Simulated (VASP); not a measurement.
Bi: single point with PBEsol

Bi:

```
CELL_PARAMETERS angstrom
2.30709 1.33200 3.89469
-2.30709 1.33200 3.89469
0.00000 -2.66400 3.89469
ATOMIC_POSITIONS crystal
Bi 0.23389 0.23389 0.23389
Bi 0.76611 0.76611 0.76611
```

This cell differs from its parent crystal: strain +0.015 along x and y, -0.015 along z.

```
Program             : VASP 6.6.1
Task                : single point
Functional          : PBEsol
Potentials or basis : VASP PAW PBE potentials, release 64 (Bi_d)
Cutoff              : 520 eV
k mesh              : 12 × 12 × 12
Occupations         : gaussian, width 0.15 eV
Spin                : no spin polarisation
```

| Property | Result |
| --- | --- |
| Pressure | -1.5 GPa |
| Largest force | 0.108 eV/Å |
| Band gap on the k mesh | zero (bands 15 and 16 overlap by 0.15 eV) |

Forces on the atoms (eV/Å):
```
Bi   0.000  0.000  0.108
Bi   0.000  0.000 -0.108
```

Stress tensor (GPa, compression positive):
```
-1.86  0.00  0.00
 0.00 -1.86  0.00
 0.00  0.00 -0.77
```

Levels at points of the mesh, in eV from the Fermi level:
```csv
k point,band 13,band 14,band 15,band 16,band 17,band 18
"(0.00, 0.00, 0.00)",-1.25,-1.25,-1.21,2.49,2.97,2.97
"(0.50, 0.00, 0.00)",-1.13,-1.12,-0.29,-0.23,0.68,1.02
"(0.50, 0.50, 0.00)",-4.56,-2.90,-2.83,2.36,4.93,5.35
"(0.50, 0.50, 0.50)",-1.08,-0.66,-0.66,0.60,0.60,0.63
```

It took 13 min on 1 thread of Intel Xeon 8259CL, on a shared host, peak memory 0.34 GiB.

Caveat: the cell differs from its parent crystal (strain +0.015 along x and y, -0.015 along z); the PAW data sets were made with another functional, which shifts forces and pressure a little; spin-orbit coupling is left out, which moves the levels of the heavy elements.
